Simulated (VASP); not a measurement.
A run of VASP 6.6.1 is set up as follows.

INCAR

```
SYSTEM = SnSe2
PREC = Accurate
ENCUT = 520
EDIFF = 1E-6
ISMEAR = 0
SIGMA = 0.02
LREAL = .FALSE.
LASPH = .TRUE.
NELM = 100
ALGO = Normal
ISIF = 2
LWAVE = .FALSE.
LCHARG = .FALSE.
GGA = PS
IVDW = 12
NBANDS = 20
```

File KPOINTS:

```
regular mesh
0
G
  12 12 6
  0 0 0
```

POSCAR

```
SnSe2
1.0
    3.8073599438      0.0000000000      0.0000000000
   -1.9036799719      3.2972704327      0.0000000000
    0.0000000000      0.0000000000      5.8873603818
Sn Se
1 2
Direct
    0.0000000000      0.0000000000      0.0000000000
    0.3333333333      0.6666666667      0.2691692581
    0.6666666667      0.3333333333      0.7308307419
```

Potentials or basis: VASP PAW PBE potentials, release 64 (Sn_d, Se).

Launch:

```console
$ cat potpaw_PBE.64/Sn_d/POTCAR potpaw_PBE.64/Se/POTCAR > POTCAR
$ mpirun -np 1 vasp_std > vasp.out
```

Problem. Estimate the pressure.

Solution. -0.9 GPa.

Problem. Estimate the dispersion energy per atom.

Solution. -0.344 eV.

Problem. Estimate the band gap on the k mesh.

Solution. 0.19 eV (least direct gap 0.74 eV).

Problem. What does it give for the largest force?

Solution. 0.028 eV/Å.

Stress tensor (GPa, compression positive):
```
-0.99  0.00  0.00
 0.00 -0.99  0.00
 0.00  0.00 -0.87
```

Caveat: the PAW data sets were made with another functional, which shifts forces and pressure a little; spin-orbit coupling is left out, which moves the levels of the heavy elements. A k mesh can miss the band edges.
